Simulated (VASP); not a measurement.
# Fe (Im-3m) in VASP: relaxation of cell and atoms with PBE

Aim: the relaxation of cell and atoms of Fe with PBE.

Program: VASP 6.6.1. These are calculated values, not measurements. Logs are shortened: lines on timing, memory, paths and dates and some standing lists are left out, and cuts for length are marked.

### Step 1. The cell of the first run

Symmetry: Im-3m, No. 229, cubic system. Conventional cell: a = 2.842 Å, b = 2.842 Å, c = 2.842 Å, α = 90.00°, β = 90.00°, γ = 90.00°. Within 3.2 Å of Fe (site symmetry m-3m) lie 14 Fe at 2.46 to 2.84 Å.

### Step 2. Relaxation of cell and atoms, PBE, collinear spin, ferromagnetic start, target pressure -1.9 GPa, at which the enthalpy is minimised

The input, INCAR:

```
SYSTEM = Fe
PREC = Accurate ; ENCUT = 600
EDIFF = 1E-6 ; ISMEAR = -1
SIGMA = 0.1 ; LREAL = .FALSE.
LASPH = .TRUE. ; NELM = 150
ALGO = Normal ; ISIF = 3
LWAVE = .FALSE. ; LCHARG = .FALSE.
ISPIN = 2 ; MAGMOM = 2.5
LORBIT = 11 ; LMAXMIX = 4
GGA = PE ; IBRION = 2
NSW = 60 ; EDIFFG = -0.005
PSTRESS = -19.0
```

The input, KPOINTS:

```
Automatic mesh
0
G
  19 19 19
  0 0 0
```

The input, POSCAR:

```
Fe
1.0
   -1.4210113142      1.4210113142      1.4210113142
    1.4210113142     -1.4210113142      1.4210113142
    1.4210113142      1.4210113142     -1.4210113142
Fe
1
Direct
    0.0000000000      0.0000000000      0.0000000000
```

Potentials or basis: VASP PAW PBE potentials, release 64 (Fe).

Command:

```console
> cat potpaw_PBE.64/Fe/POTCAR > POTCAR
> mpirun -np 1 vasp_std > vasp.out
```

OUTCAR:

```text
SYSTEM = Fe
   PREC = Accurate
   ENCUT = 600
   EDIFF = 1E-6
   ISMEAR = -1
   LREAL = .FALSE.
   LASPH = .TRUE.
   NELM = 150
   ISIF = 3
   ISPIN = 2
   LORBIT = 11
   GGA = PE
   IBRION = 2
   NSW = 60
   EDIFFG = -0.005
   PSTRESS = -19.0

 ion  position               nearest neighbor table
   1  0.000  0.000  0.000-

  LATTYP: Found a body centered cubic cell.
 ALAT       =     2.8420226284

  Lattice vectors:

 A1 = (  -1.4210113142,   1.4210113142,   1.4210113142)
 A2 = (   1.4210113142,  -1.4210113142,   1.4210113142)
 A3 = (   1.4210113142,   1.4210113142,  -1.4210113142)

Analysis of symmetry for initial positions (statically):
=====================================================================
 Subroutine PRICEL returns:
 Original cell was already a primitive cell.

 Routine SETGRP: Setting up the symmetry group for a
 body centered cubic supercell.

 Subroutine GETGRP returns: Found 48 space group operations
 (whereof 48 operations were pure point group operations)
 out of a pool of 48 trial point group operations.

The static configuration has the point symmetry O_h .

Analysis of symmetry for dynamics (positions and initial velocities):
=====================================================================
 Subroutine PRICEL returns:
 Original cell was already a primitive cell.

 Routine SETGRP: Setting up the symmetry group for a
 body centered cubic supercell.

 Subroutine GETGRP returns: Found 48 space group operations
 (whereof 48 operations were pure point group operations)
 out of a pool of 48 trial point group operations.

The dynamic configuration has the point symmetry O_h .

Analysis of structural, dynamic, and magnetic symmetry:
=====================================================================
 Subroutine PRICEL returns:
 Original cell was already a primitive cell.

 Routine SETGRP: Setting up the symmetry group for a
 body centered cubic supercell.

 Subroutine GETGRP returns: Found 48 space group operations
 (whereof 48 operations were pure point group operations)
 out of a pool of 48 trial point group operations.

The overall configuration has the point symmetry O_h .

 Subroutine INISYM returns: Found 48 space group operations
 (whereof 48 operations are pure point group operations),
 and found     1 'primitive' translations

----------------------------------------------------------------------------------------

                                     Primitive cell

  volume of cell :      11.4776

  direct lattice vectors                    reciprocal lattice vectors
    -1.421011314  1.421011314  1.421011314     0.000000000  0.351862082  0.351862082
     1.421011314 -1.421011314  1.421011314     0.351862082  0.000000000  0.351862082
     1.421011314  1.421011314 -1.421011314     0.351862082  0.351862082  0.000000000

  length of vectors
     2.461263794  2.461263794  2.461263794     0.497608129  0.497608129  0.497608129

  position of ions in fractional coordinates (direct lattice)
     0.000000000  0.000000000  0.000000000

  ion indices of the primitive-cell ions
   primitive index   ion index
                 1           1

----------------------------------------------------------------------------------------

 KPOINTS: Automatic mesh

Automatic generation of k-mesh.
 Grid dimensions read from file:
 generate k-points for:   19   19   19

 Generating k-lattice:

  Cartesian coordinates                     Fractional coordinates (reciprocal lattice)
     0.000000000  0.018519057  0.018519057     0.052631579  0.000000000  0.000000000
     0.018519057  0.000000000  0.018519057     0.000000000  0.052631579  0.000000000
     0.018519057  0.018519057  0.000000000     0.000000000  0.000000000  0.052631579

  Length of vectors
     0.026189902  0.026189902  0.026189902

  Shift w.r.t. Gamma in fractional coordinates (k-lattice)
     0.000000000  0.000000000  0.000000000

 Subroutine IBZKPT returns following result:
 ===========================================

 Found    220 irreducible k-points:

 Following reciprocal coordinates:
            Coordinates               Weight
  0.000000  0.000000  0.000000      1.000000
  0.052632  0.000000  0.000000     12.000000
  0.105263  0.000000  0.000000     12.000000
  0.157895  0.000000  0.000000     12.000000
  0.210526  0.000000  0.000000     12.000000
  0.263158  0.000000  0.000000     12.000000
[... 16 lines left out ...]
  0.263158  0.105263  0.000000     48.000000
  0.315789  0.105263  0.000000     48.000000
 [... further k-points ...]
   k-points           NKPTS =    220   k-points in BZ     NKDIM =    220   number of bands    NBANDS=      9
   number of dos      NEDOS =    301   number of ions     NIONS =      1
   total plane-waves  NPLWV =   8000
   dimension x,y,z NGX =    20 NGY =   20 NGZ =   20
   dimension x,y,z NGXF=    40 NGYF=   40 NGZF=   40
   ions per type =               1
   NGX,Y,Z   is equivalent  to a cutoff of  13.51, 13.51, 13.51 a.u.
   NGXF,Y,Z  is equivalent  to a cutoff of  27.02, 27.02, 27.02 a.u.
 SYSTEM =  Fe
   PREC   = accura    normal or accurate (medium, high low for compatibility)
   ISTART =      0    job   : 0-new  1-cont  2-samecut
   ICHARG =      2    charge: 1-file 2-atom 10-const
   ISPIN  =      2    spin polarized calculation?
   LNONCOLLINEAR =      F non collinear calculations
   LSORBIT =      F    spin-orbit coupling
   LASPH  =      T    aspherical Exc in radial PAW
   ENCUT  =  600.0 eV  44.10 Ry    6.64 a.u.   4.92  4.92  4.92*2*pi/ulx,y,z
   NELM   =    150;   NELMIN=  2; NELMDL= -5     # of ELM steps
   EDIFF  = 0.1E-05   stopping-criterion for ELM
   LREAL  =      F    real-space projection
   EDIFFG = -.5E-02   stopping-criterion for IOM
   NSW    =     60    number of steps for IOM
   IBRION =      2    ionic relax: 0-MD 1-quasi-New 2-CG
   NFREE  =      1    steps in history (QN), initial steepest desc. (CG)
   ISIF   =      3    stress and relaxation
   ISYM   =      2    0-nonsym 1-usesym 2-fastsym
   POTIM  = 0.5000    time-step for ionic-motion
   TEBEG  =    0.0;   TEEND  =   0.0 temperature during run
   PSTRESS=  -19.0 pullay stress
   NELECT =       8.0000    total number of electrons
   NUPDOWN=      -1.0000    fix difference up-down
   EMIN   =  10.00;   EMAX   =-10.00  energy-range for DOS
   EFERMI =   0.00;   METHOD = LEGACY
   ISMEAR =    -1;   SIGMA  =   0.10  broadening in eV -4-tet -1-fermi 0-gaus
   EFERMI_NEDOS =   21; number of points for ismear=-14 and -15
   IALGO  =     38    algorithm
   IMIX   =      4    mixing-type and parameters
     AMIX     =   0.40;   BMIX     =  1.00
     AMIX_MAG =   1.60;   BMIX_MAG =  1.00
  volume/ion in A,a.u.               =      11.48        77.45
  Fermi-wavevector in a.u.,A,eV,Ry     =   1.451512  2.742960 28.665939  2.106887
  Thomas-Fermi vector in A             =   2.569001
   LORBIT       =     11    0 simple, 1 ext, 2 COOP (PROOUT), +10 PAW based schemes
   GGA     = PE    functional components
   LHFCALC =     F    Hartree Fock is set to
   AEXX    =    0.0000 exact exchange contribution
   IVDW    =     0    specifies the selected vdW correction
   LEPSILON=     F    determine dielectric tensor
   LRPA    =     F    only Hartree local field effects (RPA)
 conjugate gradient relaxation of ions
 spin polarized calculation
  energy-cutoff  :      600.00
  volume of cell :       11.48
 maximum number of plane-waves:       394
   NGX =  9   NGY =  9   NGZ =  9

--------------------------------------- Ionic step        1  -------------------------------------------

 number of electron       8.0000004 magnetization       2.2035245

 Free energy of the ion-electron system (eV)
  ---------------------------------------------------
  ext. energy  EPLUGINS =         0.00000000
  ---------------------------------------------------
  free energy    TOTEN  =        -8.25721268 eV

  energy without entropy =       -8.22535867  energy(sigma->0) =       -8.24128568

------------------------ aborting loop because EDIFF is reached ----------------------------------------

  FORCE on cell =-STRESS in cart. coord.  units (eV):
  Direction    XX          YY          ZZ          XY          YZ          ZX
  --------------------------------------------------------------------------------------
  -------------------------------------------------------------------------------------
  Total       -0.1592691     -0.1592691     -0.1592691     -0.0000000     -0.0000000      0.0000000
  in kB      -22.2325568    -22.2325568    -22.2325568     -0.0000000     -0.0000000      0.0000000
  external PRESSURE =      -3.2325568 kB  Pullay stress =     -19.0000000 kB
[... 96 lines left out ...]
  enthalpy is  TOTEN    =        -8.3933258144 eV   P V=       -0.1360014924

--------------------------------------- Ionic step        4  -------------------------------------------

 number of electron       8.0000004 magnetization       2.2033927

 Free energy of the ion-electron system (eV)
  ---------------------------------------------------
  ext. energy  EPLUGINS =         0.00000000
  ---------------------------------------------------
  free energy    TOTEN  =        -8.25730323 eV

  energy without entropy =       -8.22546780  energy(sigma->0) =       -8.24138552

 E-fermi :   5.7306     XC(G=0): -13.0620

 val. band max:        5.7259482119   @ k =  -0.4211  -0.4737   0.1053
 cond. band min:       5.7312355761   @ k =  -0.4211   0.4211   0.2632
 fundamental gap:      0.0052873642
 Fermi energy:         5.7305808006

 spin component 1

 k-point     1 :       0.0000    0.0000    0.0000
  band No.  band energies     occupation
      1      -2.6507      1.00000
      2       3.4414      1.00000
      3       3.4414      1.00000
      4       3.4414      1.00000
      5       4.6353      0.99998
      6       4.6353      0.99998
      7      30.6527      0.00000
      8      30.6527      0.00000
      9      30.6527      0.00000
[... 265 lines left out ...]
 k-point    24 :       0.3158    0.1053    0.0000
  band No.  band energies     occupation
      1       0.9923      1.00000
      2       2.5604      1.00000
      3       3.6328      1.00000
      4       4.6083      0.99999
      5       4.9570      0.99956
      6       6.2689      0.00457
      7      16.4095      0.00000
      8      22.6904      0.00000
      9      25.9850      0.00000

 [... further k-points ...]

 spin component 2

 k-point     1 :       0.0000    0.0000    0.0000
  band No.  band energies     occupation
      1      -2.4851      1.00000
      2       5.3660      0.97456
      3       5.3661      0.97453
      4       5.3662      0.97453
      5       7.3946      0.00000
      6       7.3947      0.00000
      7      30.3970      0.00000
      8      30.3970      0.00000
      9      30.3970      0.00000
[... 304 lines left out ...]
  FREE ENERGIE OF THE ION-ELECTRON SYSTEM (eV)
  ---------------------------------------------------
  free  energy   TOTEN  =        -8.2573032307 eV

  energy  without entropy=       -8.2254678009  energy(sigma->0) =       -8.24138552

  enthalpy is  TOTEN    =        -8.3933264201 eV   P V=       -0.1360231894

 reached required accuracy - stopping structural energy minimisation

 total charge

# of ion       s       p       d       tot
------------------------------------------
    1        0.483   0.532   6.234   7.249

 magnetization (x)

# of ion       s       p       d       tot
------------------------------------------
    1       -0.013  -0.055   2.270   2.202
```

Run time: 60 s. Hardware: 1 thread of Intel Xeon 6975P-C (Granite Rapids), shared host; peak memory 0.17 GiB.

What came out:

- Free energy: -8.2573 eV
- Relaxed volume: 11.47 Å³/atom
- Relaxed cell: a = 2.461 Å, b = 2.461 Å, c = 2.461 Å, α = 109.47°, β = 109.47°, γ = 109.47°
- Space group after relaxing (to 0.1 Å): Im-3m (No. 229)
- Energy change on relaxing (the run minimises the enthalpy): -0.1 meV/atom
- Ionic steps: 4
- Pressure after relaxing: -1.9 GPa
- Net moment: 2.20 μB per cell
- Site moments: Fe +2.20 μB
- Valence electrons inside the program's atomic spheres: Fe 7.25

Final structure:
```
CELL_PARAMETERS angstrom
-1.42070 1.42070 1.42070
1.42070 -1.42070 1.42070
1.42070 1.42070 -1.42070
ATOMIC_POSITIONS crystal
Fe 0.00000 0.00000 0.00000
```

Caveat: the cell is relaxed towards a set pressure, so the run minimises the enthalpy, not the energy.
